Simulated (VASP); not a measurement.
Write the native input for VASP 6.6.1 that does the following.

| Property | Result |
| --- | --- |
| Task | single point |
| Functional | PBE |
| Potentials or basis | VASP PAW PBE potentials, release 64 (Ga_d, P) |
| Cutoff | 520 eV |
| k mesh | 14 × 14 × 12 |
| Occupations | gaussian, width 0.1 eV |
| Spin | no spin polarisation |
| Dipole correction | no |
| Further INCAR settings | ALGO = Normal; EDIFF = 1e-06; NBANDS = 26 |

The structure of GaP (oS8 Cmcm) lies in POSCAR:

```
GaP
1.0
    2.3151119897     -2.4292820927      0.0000000000
    2.3151119897      2.4292820927      0.0000000000
    0.0000000000      0.0000000000      4.3946748621
Ga P
2 2
Direct
    0.3562878439      0.6437121561      0.2500000000
    0.6437121561      0.3562878439      0.7500000000
    0.8543654878      0.1456345122      0.2500000000
    0.1456345122      0.8543654878      0.7500000000
```

One way to write it, as run:

INCAR

```
PREC = Accurate
ENCUT = 520
EDIFF = 1E-6
ISMEAR = 0
SIGMA = 0.1
LREAL = False
LASPH = True
NELM = 100
ALGO = Normal
ISIF = 2
LWAVE = False
LCHARG = False
GGA = PE
NBANDS = 26
```

KPOINTS

```
regular mesh
0
Gamma
  14 14 12
```

Potentials or basis: VASP PAW PBE potentials, release 64 (Ga_d, P).

Run with:

```bash
$ cat potpaw_PBE.64/Ga_d/POTCAR potpaw_PBE.64/P/POTCAR > POTCAR
$ mpirun -np 1 vasp_std > vasp.out
```

Results of the run:

```
Pressure               : 49.7 GPa
Largest force          : 0.004 eV/Å
Band gap on the k mesh : zero (band 18 reaches 12.45 eV, above the bottom of band 19 at 8.44 eV)
```

Wall time 3.1 min on 1 thread of Intel(R) Xeon(R) 6975P-C (Granite Rapids), on a shared host, peak memory 0.49 GiB.
